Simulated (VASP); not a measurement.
# BaF2 (Fm-3m) in VASP: further runs

Runs on BaF2. Level: LDA. Tasks: electric field gradients.

Everything below comes from runs of VASP 6.6.1. Logs are shortened: lines on timing, memory, paths and dates and some standing lists are left out, and cuts for length are marked.

### Step 1. The cell of the first run

It takes space group Fm-3m (No. 225, cubic). Conventional cell: a = 6.282 Å, b = 6.282 Å, c = 6.282 Å, α = 90.00°, β = 90.00°, γ = 90.00°. Ba (site symmetry m-3m) has 8 F at 2.72 Å within 3.6 Å. Within 3.6 Å of F (site symmetry -43m) lie 4 Ba at 2.72 Å and 6 F at 3.14 Å.

### Step 2. Electric field gradients, LDA (volume scaled by 1.04)

INCAR

```
SYSTEM = BaF2
PREC = Accurate ; ENCUT = 520
EDIFF = 1E-8 ; ISMEAR = -1
SIGMA = 0.01 ; LREAL = .FALSE.
LASPH = .TRUE. ; NELM = 120
ALGO = Normal ; ISIF = 2
LWAVE = .FALSE. ; LCHARG = .FALSE.
GGA = CA ; LEFG = .TRUE.
NBANDS = 19 ; GGA_COMPAT = .FALSE.
```

KPOINTS

```
regular mesh
0
G
  8 8 8
  0 0 0
```

POSCAR

```
BaF2
1.0
    0.0000000000      3.1408448098      3.1408448098
    3.1408448098      0.0000000000      3.1408448098
    3.1408448098      3.1408448098      0.0000000000
Ba F
1 2
Direct
    0.0000000000      0.0000000000      0.0000000000
    0.2500000000      0.2500000000      0.2500000000
    0.7500000000      0.7500000000      0.7500000000
```

Potentials or basis: VASP PAW LDA potentials, release 64 (Ba_sv, F).

Launch:

```sh
$ cat potpaw_LDA.64/Ba_sv/POTCAR potpaw_LDA.64/F/POTCAR > POTCAR
$ mpirun -np 1 vasp_std > vasp.out
```

OUTCAR:

```text
SYSTEM = BaF2
   PREC = Accurate
   ENCUT = 520
   EDIFF = 1E-8
   ISMEAR = -1
   LREAL = .FALSE.
   LASPH = .TRUE.
   NELM = 120
   ISIF = 2
   GGA = CA

 ion  position               nearest neighbor table
   1  0.000  0.000  0.000-   3 2.72   3 2.72   3 2.72   2 2.72   2 2.72   2 2.72   3 2.72   2 2.72

   2  0.250  0.250  0.250-   1 2.72   1 2.72   1 2.72   1 2.72
   3  0.750  0.750  0.750-   1 2.72   1 2.72   1 2.72   1 2.72

  LATTYP: Found a face centered cubic cell.
 ALAT       =     6.2816896196

  Lattice vectors:

 A1 = (   0.0000000000,   3.1408448098,   3.1408448098)
 A2 = (   3.1408448098,   0.0000000000,   3.1408448098)
 A3 = (   3.1408448098,   3.1408448098,   0.0000000000)

Analysis of symmetry for initial positions (statically):
=====================================================================
 Subroutine PRICEL returns:
 Original cell was already a primitive cell.

 Routine SETGRP: Setting up the symmetry group for a
 face centered cubic supercell.

 Subroutine GETGRP returns: Found 48 space group operations
 (whereof 48 operations were pure point group operations)
 out of a pool of 48 trial point group operations.

The static configuration has the point symmetry O_h .

Analysis of symmetry for dynamics (positions and initial velocities):
=====================================================================
 Subroutine PRICEL returns:
 Original cell was already a primitive cell.

 Routine SETGRP: Setting up the symmetry group for a
 face centered cubic supercell.

 Subroutine GETGRP returns: Found 48 space group operations
 (whereof 48 operations were pure point group operations)
 out of a pool of 48 trial point group operations.

The dynamic configuration has the point symmetry O_h .

 Subroutine INISYM returns: Found 48 space group operations
 (whereof 48 operations are pure point group operations),
 and found     1 'primitive' translations

----------------------------------------------------------------------------------------

                                     Primitive cell

  volume of cell :      61.9683

  direct lattice vectors                    reciprocal lattice vectors
     0.000000000  3.140844810  3.140844810    -0.159192838  0.159192838  0.159192838
     3.140844810  0.000000000  3.140844810     0.159192838 -0.159192838  0.159192838
     3.140844810  3.140844810  0.000000000     0.159192838  0.159192838 -0.159192838

  length of vectors
     4.441825327  4.441825327  4.441825327     0.275730084  0.275730084  0.275730084

  position of ions in fractional coordinates (direct lattice)
     0.000000000  0.000000000  0.000000000
     0.250000000  0.250000000  0.250000000
     0.750000000  0.750000000  0.750000000

  ion indices of the primitive-cell ions
   primitive index   ion index
                 1           1
                 2           2
                 3           3

----------------------------------------------------------------------------------------

 KPOINTS: regular mesh

Automatic generation of k-mesh.
 Grid dimensions read from file:
 generate k-points for:    8    8    8

 Generating k-lattice:

  Cartesian coordinates                     Fractional coordinates (reciprocal lattice)
    -0.019899105  0.019899105  0.019899105     0.125000000  0.000000000  0.000000000
     0.019899105 -0.019899105  0.019899105     0.000000000  0.125000000  0.000000000
     0.019899105  0.019899105 -0.019899105     0.000000000  0.000000000  0.125000000

  Length of vectors
     0.034466261  0.034466261  0.034466261

  Shift w.r.t. Gamma in fractional coordinates (k-lattice)
     0.000000000  0.000000000  0.000000000

 Subroutine IBZKPT returns following result:
 ===========================================

 Found     29 irreducible k-points:

 Following reciprocal coordinates:
            Coordinates               Weight
  0.000000  0.000000  0.000000      1.000000
  0.125000  0.000000  0.000000      8.000000
  0.250000  0.000000  0.000000      8.000000
  0.375000  0.000000  0.000000      8.000000
  0.500000  0.000000  0.000000      4.000000
  0.125000  0.125000  0.000000      6.000000
[... 16 lines left out ...]
  0.500000  0.250000  0.125000     48.000000
 -0.375000  0.250000  0.125000     24.000000
 [... further k-points ...]
   k-points           NKPTS =     29   k-points in BZ     NKDIM =     29   number of bands    NBANDS=     19
   number of dos      NEDOS =    301   number of ions     NIONS =      3
   total plane-waves  NPLWV =  46656
   dimension x,y,z NGX =    36 NGY =   36 NGZ =   36
   dimension x,y,z NGXF=    72 NGYF=   72 NGZF=   72
   ions per type =               1   2
   NGX,Y,Z   is equivalent  to a cutoff of  13.47, 13.47, 13.47 a.u.
   NGXF,Y,Z  is equivalent  to a cutoff of  26.95, 26.95, 26.95 a.u.
 SYSTEM =  BaF2
   PREC   = accura    normal or accurate (medium, high low for compatibility)
   ISTART =      0    job   : 0-new  1-cont  2-samecut
   ICHARG =      2    charge: 1-file 2-atom 10-const
   ISPIN  =      1    spin polarized calculation?
   LNONCOLLINEAR =      F non collinear calculations
   LSORBIT =      F    spin-orbit coupling
   LASPH  =      T    aspherical Exc in radial PAW
   ENCUT  =  520.0 eV  38.22 Ry    6.18 a.u.   8.26  8.26  8.26*2*pi/ulx,y,z
   NELM   =    120;   NELMIN=  2; NELMDL= -5     # of ELM steps
   EDIFF  = 0.1E-07   stopping-criterion for ELM
   LREAL  =      F    real-space projection
   EDIFFG = 0.1E-06   stopping-criterion for IOM
   NSW    =      0    number of steps for IOM
   IBRION =     -1    ionic relax: 0-MD 1-quasi-New 2-CG
   NFREE  =      0    steps in history (QN), initial steepest desc. (CG)
   ISIF   =      2    stress and relaxation
   ISYM   =      2    0-nonsym 1-usesym 2-fastsym
   POTIM  = 0.5000    time-step for ionic-motion
   TEBEG  =    0.0;   TEEND  =   0.0 temperature during run
   PSTRESS=    0.0 pullay stress
   NELECT =      24.0000    total number of electrons
   NUPDOWN=      -1.0000    fix difference up-down
   EMIN   =  10.00;   EMAX   =-10.00  energy-range for DOS
   EFERMI =   0.00;   METHOD = LEGACY
   ISMEAR =    -1;   SIGMA  =   0.01  broadening in eV -4-tet -1-fermi 0-gaus
   EFERMI_NEDOS =   21; number of points for ismear=-14 and -15
   IALGO  =     38    algorithm
   IMIX   =      4    mixing-type and parameters
     AMIX     =   0.40;   BMIX     =  1.00
     AMIX_MAG =   1.60;   BMIX_MAG =  1.00
  volume/ion in A,a.u.               =      20.66       139.39
  Fermi-wavevector in a.u.,A,eV,Ry     =   1.193316  2.255040 19.374735  1.424003
  Thomas-Fermi vector in A             =   2.329333
   LORBIT       =      0    0 simple, 1 ext, 2 COOP (PROOUT), +10 PAW based schemes
   GGA     = CA    functional components
   LHFCALC =     F    Hartree Fock is set to
   AEXX    =    0.0000 exact exchange contribution
   IVDW    =     0    specifies the selected vdW correction
   LEPSILON=     F    determine dielectric tensor
   LRPA    =     F    only Hartree local field effects (RPA)
 non-spin polarized calculation
  energy-cutoff  :      520.00
  volume of cell :       61.97
 maximum number of plane-waves:      1700
 NGX is ok and might be reduce to    36
   NGX = 17   NGY = 17   NGZ = 17

 number of electron      24.0000019 magnetization

 Free energy of the ion-electron system (eV)
  ---------------------------------------------------
  ext. energy  EPLUGINS =         0.00000000
  ---------------------------------------------------
  free energy    TOTEN  =       -18.53348141 eV

  energy without entropy =      -18.53348141  energy(sigma->0) =      -18.53348141

 E-fermi :  -2.3911     XC(G=0):  -9.1554

 val. band max:       -2.6211914414   @ k =  -0.2500   0.2500   0.0000
 cond. band min:       3.6074917064   @ k =   0.0000   0.0000   0.0000
 fundamental gap:      6.2286831479
 Fermi energy:        -2.3910512660

 k-point     1 :       0.0000    0.0000    0.0000
  band No.  band energies     occupation
      1     -25.6447      2.00000
      2     -21.0712      2.00000
      3     -21.0572      2.00000
      4     -10.5600      2.00000
      5     -10.5600      2.00000
      6     -10.5600      2.00000
[... 11 lines left out ...]
     18       8.3896      0.00000
     19      12.1892      0.00000
[... 485 lines left out ...]
 k-point    24 :      -0.3750    0.2500    0.1250
  band No.  band energies     occupation
      1     -25.4478      2.00000
      2     -21.2826      2.00000
      3     -21.2106      2.00000
      4     -10.8228      2.00000
      5     -10.6870      2.00000
      6     -10.6855      2.00000
[... 11 lines left out ...]
     18       9.4962      0.00000
     19      10.6262      0.00000

 [... further k-points ...]
[... 5 lines left out ...]
  --------------------------------------------------------------------------------------
  -------------------------------------------------------------------------------------
  Total       -2.0494327     -2.0494327     -2.0494327     -0.0000000     -0.0000000     -0.0000000
  in kB      -52.9876688    -52.9876688    -52.9876688     -0.0000000     -0.0000000     -0.0000000
  external PRESSURE =     -52.9876688 kB  Pullay stress =       0.0000000 kB

 VOLUME and BASIS-vectors are now :
 -----------------------------------------------------------------------------
  energy-cutoff  :      520.00
  volume of cell :       61.97
      direct lattice vectors                 reciprocal lattice vectors
     0.000000000  3.140844810  3.140844810    -0.159192838  0.159192838  0.159192838
     3.140844810  0.000000000  3.140844810     0.159192838 -0.159192838  0.159192838
     3.140844810  3.140844810  0.000000000     0.159192838  0.159192838 -0.159192838

 POSITION                                       TOTAL-FORCE (eV/Angst)
 -----------------------------------------------------------------------------------
      0.00000      0.00000      0.00000        -0.000000      0.000000     -0.000000
      1.57042      1.57042      1.57042        -0.000000     -0.000000     -0.000000
      4.71127      4.71127      4.71127         0.000000      0.000000      0.000000
 -----------------------------------------------------------------------------------
    total drift:                                0.000000      0.000000      0.000000

  FREE ENERGIE OF THE ION-ELECTRON SYSTEM (eV)
  ---------------------------------------------------
  free  energy   TOTEN  =       -18.5334814068 eV

  energy  without entropy=      -18.5334814068  energy(sigma->0) =      -18.53348141

 Electric field gradients (V/A^2)
---------------------------------------------------------------------
 ion       V_xx      V_yy      V_zz      V_xy      V_xz      V_yz
---------------------------------------------------------------------
   1       0.000    -0.000     0.000     0.000     0.000     0.000
   2       0.000    -0.000    -0.000    -0.005    -0.005    -0.005
   3       0.000     0.000    -0.000    -0.005    -0.005    -0.005
---------------------------------------------------------------------

 Electric field gradients after diagonalization (V/A^2)
 (convention: |V_zz| > |V_xx| > |V_yy|)
----------------------------------------------------------------------
 ion       V_xx      V_yy      V_zz     asymmetry (V_yy - V_xx)/ V_zz
----------------------------------------------------------------------
   1      -0.000    -0.000     0.000       0.000
   2       0.005     0.005    -0.010       0.000
   3       0.005     0.005    -0.010       0.000
----------------------------------------------------------------------

           NMR quadrupolar parameters

 Cq : quadrupolar parameter    Cq=e*Q*V_zz/h
 eta: asymmetry parameters     (V_yy - V_xx)/ V_zz
 Q  : nuclear electric quadrupole moment in mb (millibarn)
----------------------------------------------------------------------
 ion       Cq(MHz)       eta       Q (mb)
----------------------------------------------------------------------
   1       0.000       0.000       1.000
   2      -0.000       0.000       1.000
   3      -0.000       0.000       1.000
----------------------------------------------------------------------
```

Run time: 33 s. Hardware: 1 thread of Intel Xeon Platinum 8259CL at 2.50GHz (Skylake/Cascade Lake), shared host; peak memory 0.18 GiB.

What came out:

```
Free energy            : -18.5335 eV
Pressure               : -5.3 GPa
Band gap on the k mesh : 6.23 eV, indirect (least direct gap 6.29 eV)
```

Caveat: without QUAD_EFG the Cq values of the log hold for a quadrupole moment of 1 mb, not for the nuclei; spin-orbit coupling is left out, which moves the levels of the heavy elements. A k mesh can miss the band edges.

### Step 3. Electric field gradients, LDA (volume scaled by 0.96)

INCAR

```
SYSTEM = BaF2
PREC = Accurate ; ENCUT = 520
EDIFF = 1E-8 ; ISMEAR = -1
SIGMA = 0.01 ; LREAL = .False.
LASPH = .True. ; NELM = 120
ALGO = Normal ; ISIF = 2
LWAVE = .False. ; LCHARG = .False.
LEFG = .True. ; NBANDS = 19
GGA_COMPAT = .False.
```

KPOINTS

```
regular mesh
0
Gamma
  8 8 8
  0 0 0
```

POSCAR

```
BaF2
1.0
    0.0000000000      3.0581522964      3.0581522964
    3.0581522964      0.0000000000      3.0581522964
    3.0581522964      3.0581522964      0.0000000000
Ba F
1 2
Direct
    0.0000000000      0.0000000000      0.0000000000
    0.2500000000      0.2500000000      0.2500000000
    0.7500000000      0.7500000000      0.7500000000
```

Potentials or basis: VASP PAW LDA potentials, release 64 (Ba_sv, F).

Launch:

```sh
$ cat potpaw_LDA.64/Ba_sv/POTCAR potpaw_LDA.64/F/POTCAR > POTCAR
$ mpirun -np 1 vasp_std > vasp.out
```

OUTCAR:

```text
SYSTEM = BaF2
   PREC = Accurate
   ENCUT = 520
   EDIFF = 1E-8
   ISMEAR = -1
   LREAL = .False.
   LASPH = .True.
   NELM = 120
   ISIF = 2

 ion  position               nearest neighbor table
   1  0.000  0.000  0.000-   2 2.65   3 2.65   3 2.65   3 2.65   3 2.65   2 2.65   2 2.65   2 2.65

   2  0.250  0.250  0.250-   1 2.65   1 2.65   1 2.65   1 2.65
   3  0.750  0.750  0.750-   1 2.65   1 2.65   1 2.65   1 2.65

  LATTYP: Found a face centered cubic cell.
 ALAT       =     6.1163045928

[... 747 lines left out ...]
  free  energy   TOTEN  =       -18.6249756170 eV

  energy  without entropy=      -18.6249756170  energy(sigma->0) =      -18.62497562

 Electric field gradients (V/A^2)
---------------------------------------------------------------------
 ion       V_xx      V_yy      V_zz      V_xy      V_xz      V_yz
---------------------------------------------------------------------
   1      -0.000    -0.000    -0.000     0.000     0.000     0.000
   2       0.000    -0.000     0.000     0.008     0.008     0.008
   3       0.000    -0.000     0.000     0.008     0.008     0.008
---------------------------------------------------------------------

 Electric field gradients after diagonalization (V/A^2)
 (convention: |V_zz| > |V_xx| > |V_yy|)
----------------------------------------------------------------------
 ion       V_xx      V_yy      V_zz     asymmetry (V_yy - V_xx)/ V_zz
----------------------------------------------------------------------
   1      -0.000    -0.000     0.000       0.000
   2      -0.008    -0.008     0.016       0.000
   3      -0.008    -0.008     0.016       0.000
----------------------------------------------------------------------

           NMR quadrupolar parameters

 Cq : quadrupolar parameter    Cq=e*Q*V_zz/h
 eta: asymmetry parameters     (V_yy - V_xx)/ V_zz
 Q  : nuclear electric quadrupole moment in mb (millibarn)
----------------------------------------------------------------------
 ion       Cq(MHz)       eta       Q (mb)
----------------------------------------------------------------------
   1       0.000       0.000       1.000
   2       0.000       0.000       1.000
   3       0.000       0.000       1.000
----------------------------------------------------------------------
```

OSZICAR:

```text
N       E                     dE             d eps       ncg     rms          rms(c)
DAV:   1     0.140962314872E+03    0.14096E+03   -0.13351E+04  1102   0.119E+03
DAV:   2    -0.130726409717E+02   -0.15403E+03   -0.14976E+03  1329   0.264E+02
DAV:   3    -0.202087070547E+02   -0.71361E+01   -0.71072E+01  1379   0.563E+01
DAV:   4    -0.203400628286E+02   -0.13136E+00   -0.13121E+00  1342   0.683E+00
DAV:   5    -0.203437643815E+02   -0.37016E-02   -0.37014E-02  1330   0.888E-01    0.851E+00
DAV:   6    -0.187105193648E+02    0.16332E+01   -0.68590E+00  1138   0.204E+01    0.462E+00
DAV:   7    -0.186558229541E+02    0.54696E-01   -0.26487E-01  1225   0.382E+00    0.232E+00
DAV:   8    -0.186232229117E+02    0.32600E-01   -0.50488E-02  1223   0.216E+00    0.290E-01
DAV:   9    -0.186241367277E+02   -0.91382E-03   -0.67439E-03  1343   0.519E-01    0.121E-01
DAV:  10    -0.186249941484E+02   -0.85742E-03   -0.10530E-03  1144   0.233E-01    0.350E-02
DAV:  11    -0.186249718538E+02    0.22295E-04   -0.99310E-05  1271   0.762E-02    0.182E-02
DAV:  12    -0.186249764391E+02   -0.45853E-05   -0.12406E-05  1162   0.248E-02    0.513E-03
DAV:  13    -0.186249756413E+02    0.79776E-06   -0.26481E-06  1270   0.106E-02    0.174E-03
DAV:  14    -0.186249756182E+02    0.23164E-07   -0.19787E-07  1231   0.332E-03    0.344E-04
DAV:  15    -0.186249756170E+02    0.11905E-08   -0.78850E-09   854   0.760E-04
   1 F= -.18624976E+02 E0= -.18624976E+02  d E =-.705858E-11
```

Run time: 13 s. Hardware: 1 thread of Intel Xeon Platinum 8488C (Sapphire Rapids), shared host; peak memory 0.17 GiB.

What came out:

* Free energy: -18.6250 eV
* Pressure: -0.9 GPa
* Band gap on the k mesh: 6.55 eV, indirect (least direct gap 6.66 eV)

Caveat: without QUAD_EFG the Cq values of the log hold for a quadrupole moment of 1 mb, not for the nuclei; spin-orbit coupling is left out, which moves the levels of the heavy elements. A k mesh can miss the band edges.

(Part 1 of 2 ends here.)
